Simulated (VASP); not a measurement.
# Rb (P6/mmm) in VASP: a series of runs

Rb is run at these levels: RPBE; tasks: single point.

All numbers are computed with VASP 6.6.1; they aren't measurements. Logs are shortened: lines on timing, memory, paths and dates and some standing lists are left out, and cuts for length are marked.

**1. The cell of the first run**

Symmetry: P6/mmm, No. 191, hexagonal system. Conventional cell: a = 8.479 Å, b = 8.479 Å, c = 5.074 Å, α = 90.00°, β = 90.00°, γ = 120.00°.

This isn't the form of Rb at room conditions, which is bcc.

**2. Single point, RPBE (105.32 Å³/atom)**

INCAR

```
SYSTEM = Rb
PREC = Accurate
ENCUT = 520
EDIFF = 1E-7
ISMEAR = -1
SIGMA = 0.1
LREAL = .FALSE.
LASPH = .TRUE.
NELM = 80
ALGO = Normal
ISIF = 2
LWAVE = .FALSE.
LCHARG = .FALSE.
GGA = RP
NBANDS = 20
```

KPOINTS

```
Automatic mesh
0
G
  5 5 7
  0 0 0
```

POSCAR

```
Rb
1.0
    8.4791854560      0.0000000000      0.0000000000
   -4.2395927280      7.3431900083      0.0000000000
    0.0000000000      0.0000000000      5.0743002939
Rb
3
Direct
    1.0000000000      1.0000000000      0.0000000000
    0.3333333333      0.6666666667      0.5000000000
    0.6666666667      0.3333333333      0.5000000000
```

Potentials or basis: VASP PAW PBE potentials, release 64 (Rb_sv).

Launch:

```
> cat potpaw_PBE.64/Rb_sv/POTCAR > POTCAR
> mpirun -np 1 vasp_std > vasp.out
```

OUTCAR:

```text
SYSTEM = Rb
   PREC = Accurate
   ENCUT = 520
   EDIFF = 1E-7
   ISMEAR = -1
   LREAL = .FALSE.
   LASPH = .TRUE.
   NELM = 80
   ISIF = 2
   GGA = RP

 ion  position               nearest neighbor table
   1  0.000  0.000  0.000-   2 5.51   3 5.51   2 5.51   3 5.51   3 5.51   3 5.51   2 5.51   2 5.51
                             3 5.51   3 5.51   2 5.51   2 5.51
   2  0.333  0.667  0.500-   3 4.90   3 4.90   3 4.90   1 5.51   1 5.51   1 5.51   1 5.51   1 5.51
                             1 5.51
   3  0.667  0.333  0.500-   2 4.90   2 4.90   2 4.90   1 5.51   1 5.51   1 5.51   1 5.51   1 5.51
                             1 5.51

  LATTYP: Found a hexagonal cell.
 ALAT       =     8.4791854560
 C/A-ratio  =     0.5984419518

  Lattice vectors:

 A1 = (   8.4791854560,   0.0000000000,   0.0000000000)
 A2 = (  -4.2395927280,   7.3431900083,   0.0000000000)
 A3 = (   0.0000000000,   0.0000000000,   5.0743002939)

Analysis of symmetry for initial positions (statically):
=====================================================================
 Subroutine PRICEL returns:
 Original cell was already a primitive cell.

 Routine SETGRP: Setting up the symmetry group for a
 hexagonal supercell.

 Subroutine GETGRP returns: Found 24 space group operations
 (whereof 24 operations were pure point group operations)
 out of a pool of 24 trial point group operations.

The static configuration has the point symmetry D_6h.

Analysis of symmetry for dynamics (positions and initial velocities):
=====================================================================
 Subroutine PRICEL returns:
 Original cell was already a primitive cell.

 Routine SETGRP: Setting up the symmetry group for a
 hexagonal supercell.

 Subroutine GETGRP returns: Found 24 space group operations
 (whereof 24 operations were pure point group operations)
 out of a pool of 24 trial point group operations.

The dynamic configuration has the point symmetry D_6h.

 Subroutine INISYM returns: Found 24 space group operations
 (whereof 24 operations are pure point group operations),
 and found     1 'primitive' translations

----------------------------------------------------------------------------------------

                                     Primitive cell

  volume of cell :     315.9476

[... 80 lines left out ...]
   LNONCOLLINEAR =      F non collinear calculations
   LSORBIT =      F    spin-orbit coupling
   LASPH  =      T    aspherical Exc in radial PAW
   ENCUT  =  520.0 eV  38.22 Ry    6.18 a.u.  15.77 15.77  9.43*2*pi/ulx,y,z
   NELM   =     80;   NELMIN=  2; NELMDL= -5     # of ELM steps
   EDIFF  = 0.1E-06   stopping-criterion for ELM
   LREAL  =      F    real-space projection
   EDIFFG = 0.1E-05   stopping-criterion for IOM
   NSW    =      0    number of steps for IOM
   IBRION =     -1    ionic relax: 0-MD 1-quasi-New 2-CG
   NFREE  =      0    steps in history (QN), initial steepest desc. (CG)
   ISIF   =      2    stress and relaxation
   ISYM   =      2    0-nonsym 1-usesym 2-fastsym
   POTIM  = 0.5000    time-step for ionic-motion
   TEBEG  =    0.0;   TEEND  =   0.0 temperature during run
   PSTRESS=    0.0 pullay stress
   NELECT =      27.0000    total number of electrons
   NUPDOWN=      -1.0000    fix difference up-down
   EMIN   =  10.00;   EMAX   =-10.00  energy-range for DOS
   EFERMI =   0.00;   METHOD = LEGACY
   ISMEAR =    -1;   SIGMA  =   0.10  broadening in eV -4-tet -1-fermi 0-gaus
   EFERMI_NEDOS =   21; number of points for ismear=-14 and -15
   IALGO  =     38    algorithm
   IMIX   =      4    mixing-type and parameters
     AMIX     =   0.40;   BMIX     =  1.00
     AMIX_MAG =   1.60;   BMIX_MAG =  1.00
  volume/ion in A,a.u.               =     105.32       710.71
  Fermi-wavevector in a.u.,A,eV,Ry     =   0.721093  1.362668  7.074684  0.519975
  Thomas-Fermi vector in A             =   1.810712
   LORBIT       =      0    0 simple, 1 ext, 2 COOP (PROOUT), +10 PAW based schemes
   GGA     = RP    functional components
   LHFCALC =     F    Hartree Fock is set to
   AEXX    =    0.0000 exact exchange contribution
   IVDW    =     0    specifies the selected vdW correction
   LEPSILON=     F    determine dielectric tensor
   LRPA    =     F    only Hartree local field effects (RPA)
 non-spin polarized calculation
  energy-cutoff  :      520.00
  volume of cell :      315.95
 maximum number of plane-waves:      8563
 NGX is ok and might be reduce to    64
   NGX = 31   NGY = 31   NGZ = 19

 number of electron      27.0000000 magnetization

 Free energy of the ion-electron system (eV)
  ---------------------------------------------------
  ext. energy  EPLUGINS =         0.00000000
  ---------------------------------------------------
  free energy    TOTEN  =        -2.49881650 eV

  energy without entropy =       -2.40961395  energy(sigma->0) =       -2.45421523

 E-fermi :  -0.1751     XC(G=0):  -5.0021

 val. band max:       -0.2102704489   @ k =   0.2000   0.2000   0.1429
 cond. band min:      -0.0007038132   @ k =   0.2000   0.0000   0.0000
 fundamental gap:      0.2095666357
 Fermi energy:        -0.1750585475

 k-point     1 :       0.0000    0.0000    0.0000
  band No.  band energies     occupation
      1     -29.2373      2.00000
      2     -29.2345      2.00000
      3     -29.1665      2.00000
      4     -13.3485      2.00000
      5     -13.3485      2.00000
      6     -13.3087      2.00000
[... 449 lines left out ...]
     19       1.9236      0.00000
     20       2.5069      0.00000

------------------------ aborting loop because EDIFF is reached ----------------------------------------

  FORCE on cell =-STRESS in cart. coord.  units (eV):
  Direction    XX          YY          ZZ          XY          YZ          ZX
  --------------------------------------------------------------------------------------
  -------------------------------------------------------------------------------------
  Total       -0.1451316     -0.1451316     -0.1654503      0.0000000     -0.0000000     -0.0000000
  in kB       -0.7359657     -0.7359657     -0.8390021      0.0000000     -0.0000000     -0.0000000
  external PRESSURE =      -0.7703111 kB  Pullay stress =       0.0000000 kB

 VOLUME and BASIS-vectors are now :
 -----------------------------------------------------------------------------
  energy-cutoff  :      520.00
  volume of cell :      315.95
      direct lattice vectors                 reciprocal lattice vectors
     8.479185456  0.000000000  0.000000000     0.117935857  0.068090299  0.000000000
    -4.239592728  7.343190008  0.000000000     0.000000000  0.136180597  0.000000000
     0.000000000  0.000000000  5.074300294     0.000000000  0.000000000  0.197071506

 POSITION                                       TOTAL-FORCE (eV/Angst)
 -----------------------------------------------------------------------------------
      0.00000      0.00000      0.00000         0.000000      0.000000      0.000000
     -0.00000      4.89546      2.53715         0.000000     -0.000000      0.000000
      4.23959      2.44773      2.53715        -0.000000      0.000000      0.000000
 -----------------------------------------------------------------------------------
    total drift:                                0.000000     -0.000000      0.000000

  FREE ENERGIE OF THE ION-ELECTRON SYSTEM (eV)
  ---------------------------------------------------
  free  energy   TOTEN  =        -2.4988165037 eV

  energy  without entropy=       -2.4096139536  energy(sigma->0) =       -2.45421523
```

OSZICAR:

```text
N       E                     dE             d eps       ncg     rms          rms(c)
DAV:   1     0.198272047863E+03    0.19827E+03   -0.95875E+03   800   0.991E+02
DAV:   2     0.202562023621E+02   -0.17802E+03   -0.17531E+03  1008   0.210E+02
DAV:   3    -0.183541834381E+01   -0.22092E+02   -0.22042E+02  1252   0.709E+01
DAV:   4    -0.245756177045E+01   -0.62214E+00   -0.62102E+00  1096   0.135E+01
DAV:   5    -0.247571690868E+01   -0.18155E-01   -0.18154E-01  1124   0.188E+00    0.209E+00
DAV:   6    -0.248774160567E+01   -0.12025E-01   -0.79207E-03   952   0.515E-01    0.124E+00
DAV:   7    -0.249790882528E+01   -0.10167E-01   -0.11626E-02   940   0.621E-01    0.822E-02
DAV:   8    -0.249878255206E+01   -0.87373E-03   -0.98566E-04  1012   0.185E-01    0.240E-02
DAV:   9    -0.249881202714E+01   -0.29475E-04   -0.73966E-05  1196   0.376E-02    0.114E-02
DAV:  10    -0.249881559370E+01   -0.35666E-05   -0.77235E-06  1120   0.149E-02    0.473E-03
DAV:  11    -0.249881607391E+01   -0.48021E-06   -0.50022E-07   948   0.294E-03    0.140E-03
DAV:  12    -0.249881653066E+01   -0.45675E-06   -0.25500E-07   780   0.305E-03    0.409E-04
DAV:  13    -0.249881650371E+01    0.26957E-07   -0.10963E-08   600   0.675E-04
   1 F= -.24988165E+01 E0= -.24542152E+01  d E =-.892026E-01
```

Run time: 3.4 min. Hardware: 1 thread of Oxide Virtual Turin-like, shared host; peak memory 0.42 GiB.

What came out:

- Free energy: -2.4988 eV
- Pressure: -0.1 GPa
- Band gap on the k mesh: zero (an odd number of electrons rules out a gap without spin polarisation)

Levels at points of the mesh, in eV from the Fermi level:
```tsv
k point	band 9	band 10	band 11	band 12	band 13	band 14	band 15	band 16	band 17	band 18
(0.00, 0.00, 0.00)	-13.12	-13.08	-13.08	-13.06	-1.77	1.00	1.00	1.01	1.01	1.11
```

Caveat: the PAW data sets were made with another functional, which shifts forces and pressure a little.

**3. Single point, RPBE (113.42 Å³/atom)**

This run uses another cell than the first one, of 113.42 Å³/atom.

INCAR

```
PREC = Accurate
ENCUT = 520
EDIFF = 1E-7
ISMEAR = -1
SIGMA = 0.1
LREAL = F
LASPH = T
NELM = 100
ALGO = Normal
ISIF = 2
LWAVE = F
LCHARG = F
GGA = RP
NBANDS = 20
```

KPOINTS

```
regular mesh
0
Gamma
  5 5 7
```

POSCAR

```
Rb
1.0
    8.6912523938      0.0000000000      0.0000000000
   -4.3456261969      7.5268453637      0.0000000000
    0.0000000000      0.0000000000      5.2012100460
Rb
3
Direct
    1.0000000000      1.0000000000      0.0000000000
    0.3333333333      0.6666666667      0.5000000000
    0.6666666667      0.3333333333      0.5000000000
```

Potentials or basis: VASP PAW PBE potentials, release 64 (Rb_sv).

Launch:

```
> cat potpaw_PBE.64/Rb_sv/POTCAR > POTCAR
> mpirun -np 1 vasp_std > vasp.out
```

Wall time 4.1 min (1 thread of Oxide Virtual Turin-like, shared host); peak memory 0.43 GiB.

Results (log left out):

| Item | Value |
| --- | --- |
| Free energy | -2.4770 eV |
| Pressure | -0.2 GPa |
| Band gap on the k mesh | zero (an odd number of electrons rules out a gap without spin polarisation) |

Levels at points of the mesh, in eV from the Fermi level:
```csv
k point,band 9,band 10,band 11,band 12,band 13,band 14,band 15,band 16,band 17,band 18
"(0.00, 0.00, 0.00)",-13.17,-13.13,-13.13,-13.12,-1.68,0.98,0.98,0.98,0.98,1.07
```

Caveat: the PAW data sets were made with another functional, which shifts forces and pressure a little.

The gap in the log of VASP goes by the Fermi energy; the results here count the filled bands.